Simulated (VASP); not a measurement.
# Rh (P6_3/mmc) in VASP: notebook

Runs on Rh. Level: r2SCAN. Tasks: single point.

Program: VASP 6.6.1. These are calculated values, not measurements. Logs are shortened: lines on timing, memory, paths and dates and some standing lists are left out, and cuts for length are marked.

## 1. The cell of the first run

It takes space group P6_3/mmc (No. 194, hexagonal). The conventional cell has a = 2.731 Å, b = 2.731 Å, c = 4.428 Å, α = 90.00°, β = 90.00°, γ = 120.00°. Within 3.6 Å of Rh (site symmetry -6m2) lie 12 Rh at 2.72 to 2.73 Å.

## 2. Single point, r2SCAN

File POSCAR:

```
Rh
1.0
    2.7309790000      0.0000000000      0.0000000000
   -1.3654900000      2.3650970000      0.0000000000
    0.0000000000      0.0000000000      4.4284890000
Rh
2
Direct
    0.6666666667      0.3333333333      0.7500000000
    0.3333333333      0.6666666667      0.2500000000
```

File INCAR.step1:

```
  PREC = Accurate
  ENCUT = 520
  ISMEAR = -1
  SIGMA = 0.1
  LREAL = F
  LASPH = T
  NELM = 60
  NBANDS = 22
  GGA = PE
  ALGO = Normal
  EDIFF = 1E-4
  LWAVE = T
  LCHARG = F
```

File INCAR.step2:

```
  PREC = Accurate
  ENCUT = 520
  EDIFF = 1E-7
  ISMEAR = -1
  SIGMA = 0.1
  LREAL = F
  LASPH = T
  NELM = 60
  ALGO = Normal
  ISIF = 2
  LWAVE = F
  LCHARG = F
  METAGGA = R2SCAN
  LMIXTAU = T
  NBANDS = 22
  ISTART = 1
```

File KPOINTS:

```
regular mesh
0
Gamma
  6 6 3
```

Potentials or basis: VASP PAW PBE potentials, release 64 (Rh_pv).

Started as:

```
$ cat potpaw_PBE.64/Rh_pv/POTCAR > POTCAR
$ cp INCAR.step1 INCAR
$ mpirun -np 1 vasp_std > vasp.out
$ cp INCAR.step2 INCAR
$ mpirun -np 1 vasp_std > vasp.out
```

OUTCAR:

```text
PREC = Accurate
   ENCUT = 520
   EDIFF = 1E-7
   ISMEAR = -1
   LREAL = F
   LASPH = T
   NELM = 60
   ISIF = 2
   METAGGA = R2SCAN
   ISTART = 1

 ion  position               nearest neighbor table
   1  0.667  0.333  0.750-   2 2.72   2 2.72   2 2.72   2 2.72   2 2.72   2 2.72
   2  0.333  0.667  0.250-   1 2.72   1 2.72   1 2.72   1 2.72   1 2.72   1 2.72

  LATTYP: Found a hexagonal cell.
 ALAT       =     2.7309790000
 C/A-ratio  =     1.6215756328

  Lattice vectors:

 A1 = (   2.7309790000,   0.0000000000,   0.0000000000)
 A2 = (  -1.3654900000,   2.3650970000,   0.0000000000)
 A3 = (   0.0000000000,   0.0000000000,   4.4284890000)

Analysis of symmetry for initial positions (statically):
=====================================================================
 Subroutine PRICEL returns:
 Original cell was already a primitive cell.

 Routine SETGRP: Setting up the symmetry group for a
 hexagonal supercell.

 Subroutine GETGRP returns: Found 24 space group operations
 (whereof 12 operations were pure point group operations)
 out of a pool of 24 trial point group operations.

The static configuration has the point symmetry D_3d.
 The point group associated with its full space group is D_6h.

Analysis of symmetry for dynamics (positions and initial velocities):
=====================================================================
 Subroutine PRICEL returns:
 Original cell was already a primitive cell.

 Routine SETGRP: Setting up the symmetry group for a
 hexagonal supercell.

 Subroutine GETGRP returns: Found 24 space group operations
 (whereof 12 operations were pure point group operations)
 out of a pool of 24 trial point group operations.

The dynamic configuration has the point symmetry D_3d.
 The point group associated with its full space group is D_6h.

 Subroutine INISYM returns: Found 24 space group operations
 (whereof 12 operations are pure point group operations),
 and found     1 'primitive' translations

----------------------------------------------------------------------------------------

                                     Primitive cell

  volume of cell :      28.6037

  direct lattice vectors                    reciprocal lattice vectors
[... 68 lines left out ...]
   ISTART =      1    job   : 0-new  1-cont  2-samecut
   ICHARG =      0    charge: 1-file 2-atom 10-const
   ISPIN  =      1    spin polarized calculation?
   LNONCOLLINEAR =      F non collinear calculations
   LSORBIT =      F    spin-orbit coupling
   LASPH  =      T    aspherical Exc in radial PAW
   ENCUT  =  520.0 eV  38.22 Ry    6.18 a.u.   5.08  5.08  8.23*2*pi/ulx,y,z
   NELM   =     60;   NELMIN=  2; NELMDL=  0     # of ELM steps
   EDIFF  = 0.1E-06   stopping-criterion for ELM
   LREAL  =      F    real-space projection
   EDIFFG = 0.1E-05   stopping-criterion for IOM
   NSW    =      0    number of steps for IOM
   IBRION =     -1    ionic relax: 0-MD 1-quasi-New 2-CG
   NFREE  =      0    steps in history (QN), initial steepest desc. (CG)
   ISIF   =      2    stress and relaxation
   ISYM   =      2    0-nonsym 1-usesym 2-fastsym
   POTIM  = 0.5000    time-step for ionic-motion
   TEBEG  =    0.0;   TEEND  =   0.0 temperature during run
   PSTRESS=    0.0 pullay stress
   NELECT =      30.0000    total number of electrons
   NUPDOWN=      -1.0000    fix difference up-down
   EMIN   =  10.00;   EMAX   =-10.00  energy-range for DOS
   EFERMI =   0.00;   METHOD = LEGACY
   ISMEAR =    -1;   SIGMA  =   0.10  broadening in eV -4-tet -1-fermi 0-gaus
   EFERMI_NEDOS =   21; number of points for ismear=-14 and -15
   IALGO  =     38    algorithm
   IMIX   =      4    mixing-type and parameters
     AMIX     =   0.40;   BMIX     =  1.00
     AMIX_MAG =   1.60;   BMIX_MAG =  1.00
  volume/ion in A,a.u.               =      14.30        96.51
  Fermi-wavevector in a.u.,A,eV,Ry     =   1.663314  3.143208 37.642069  2.766614
  Thomas-Fermi vector in A             =   2.750053
   LORBIT       =      0    0 simple, 1 ext, 2 COOP (PROOUT), +10 PAW based schemes
   METAGGA = R2SCAN    functional components
   LHFCALC =     F    Hartree Fock is set to
   AEXX    =    0.0000 exact exchange contribution
   IVDW    =     0    specifies the selected vdW correction
   LEPSILON=     F    determine dielectric tensor
   LRPA    =     F    only Hartree local field effects (RPA)
 non-spin polarized calculation
  energy-cutoff  :      520.00
  volume of cell :       28.60
 maximum number of plane-waves:       785
   NGX = 11   NGY = 11   NGZ = 17

 number of electron      30.0000008 magnetization

 Free energy of the ion-electron system (eV)
  ---------------------------------------------------
  ext. energy  EPLUGINS =         0.00000000
  ---------------------------------------------------
  free energy    TOTEN  =       -48.18824701 eV

  energy without entropy =      -48.05666030  energy(sigma->0) =      -48.12245366

 E-fermi :  10.9972     XC(G=0): -14.9214

 val. band max:       10.9961850128   @ k =   0.1667   0.1667   0.0000
 cond. band min:      11.0042080061   @ k =   0.3333   0.3333   0.0000
 fundamental gap:      0.0080229933
 Fermi energy:        10.9971717454

 k-point     1 :       0.0000    0.0000    0.0000
  band No.  band energies     occupation
      1     -37.4261      2.00000
      2     -36.7804      2.00000
      3     -36.7804      2.00000
      4     -36.7279      2.00000
      5     -36.6806      2.00000
      6     -36.6806      2.00000
[... 339 lines left out ...]
     21      22.3918      0.00000
     22      22.3918      0.00000

------------------------ aborting loop because EDIFF is reached ----------------------------------------

  FORCE on cell =-STRESS in cart. coord.  units (eV):
  Direction    XX          YY          ZZ          XY          YZ          ZX
  --------------------------------------------------------------------------------------
  -------------------------------------------------------------------------------------
  Total       -0.8741448     -0.8741447     -2.5347845      0.0000002     -0.0000000      0.0000000
  in kB      -48.9633452    -48.9633373   -141.9805089      0.0000104     -0.0000000      0.0000000
  external PRESSURE =     -79.9690638 kB  Pullay stress =       0.0000000 kB

 VOLUME and BASIS-vectors are now :
 -----------------------------------------------------------------------------
  energy-cutoff  :      520.00
  volume of cell :       28.60
      direct lattice vectors                 reciprocal lattice vectors
     2.730979000  0.000000000  0.000000000     0.366169055  0.211407897  0.000000000
    -1.365490000  2.365097000  0.000000000     0.000000000  0.422815639  0.000000000
     0.000000000  0.000000000  4.428489000     0.000000000  0.000000000  0.225810655

 POSITION                                       TOTAL-FORCE (eV/Angst)
 -----------------------------------------------------------------------------------
      1.36549      0.78837      3.32137        -0.000000     -0.000000      0.000000
     -0.00000      1.57673      1.10712         0.000000      0.000000      0.000000
 -----------------------------------------------------------------------------------
    total drift:                                0.000000     -0.000000      0.000000

  FREE ENERGIE OF THE ION-ELECTRON SYSTEM (eV)
  ---------------------------------------------------
  free  energy   TOTEN  =       -48.1882470143 eV

  energy  without entropy=      -48.0566603000  energy(sigma->0) =      -48.12245366
```

OUTCAR.step1:

```text
PREC = Accurate
   ENCUT = 520
   ISMEAR = -1
   LREAL = F
   LASPH = T
   NELM = 60
[... 558 lines left out ...]
 -----------------------------------------------------------------------------------
      1.36549      0.78837      3.32137        -0.000000      0.000000      0.000000
     -0.00000      1.57673      1.10712         0.000000      0.000000      0.000000
 -----------------------------------------------------------------------------------
    total drift:                                0.000000     -0.000000      0.000000

  FREE ENERGIE OF THE ION-ELECTRON SYSTEM (eV)
  ---------------------------------------------------
  free  energy   TOTEN  =       -14.4756688222 eV

  energy  without entropy=      -14.3412418036  energy(sigma->0) =      -14.40845531
```

OSZICAR.step1:

```text
N       E                     dE             d eps       ncg     rms          rms(c)
DAV:   1     0.329762979750E+03    0.32976E+03   -0.18861E+04   616   0.156E+03
DAV:   2    -0.847550950659E+01   -0.33824E+03   -0.32704E+03   634   0.476E+02
DAV:   3    -0.154092531173E+02   -0.69337E+01   -0.68874E+01   718   0.769E+01
DAV:   4    -0.154562272035E+02   -0.46974E-01   -0.46970E-01   696   0.639E+00
DAV:   5    -0.154569668196E+02   -0.73962E-03   -0.73961E-03   730   0.840E-01    0.132E+01
DAV:   6    -0.145130140891E+02    0.94395E+00   -0.22129E+00   688   0.158E+01    0.454E+00
DAV:   7    -0.144818088246E+02    0.31205E-01   -0.50599E-02   682   0.198E+00    0.210E+00
DAV:   8    -0.144760387485E+02    0.57701E-02   -0.76465E-03   652   0.979E-01    0.357E-01
DAV:   9    -0.144756575190E+02    0.38123E-03   -0.26578E-04   654   0.191E-01    0.228E-02
DAV:  10    -0.144756688222E+02   -0.11303E-04   -0.87941E-06   362   0.296E-02
   1 F= -.14475669E+02 E0= -.14408455E+02  d E =-.134427E+00
```

Run time: 29 s. Hardware: 1 thread of AMD EPYC 7R13 (Zen 3), shared host; peak memory 0.12 GiB.

Results:

- Free energy: -48.1882 eV
- Pressure: -8.0 GPa
- Band gap on the k mesh: zero (band 15 reaches 11.68 eV, above the bottom of band 16 at 9.38 eV)

Stress tensor (GPa, compression positive):
```
 -4.90   0.00   0.00
  0.00  -4.90   0.00
  0.00   0.00 -14.20
```

Caveat: the k points lie up to 0.47 Å⁻¹ apart; the PAW data sets were made with another functional, which shifts forces and pressure a little.

(Continued in part 2 of 2.)
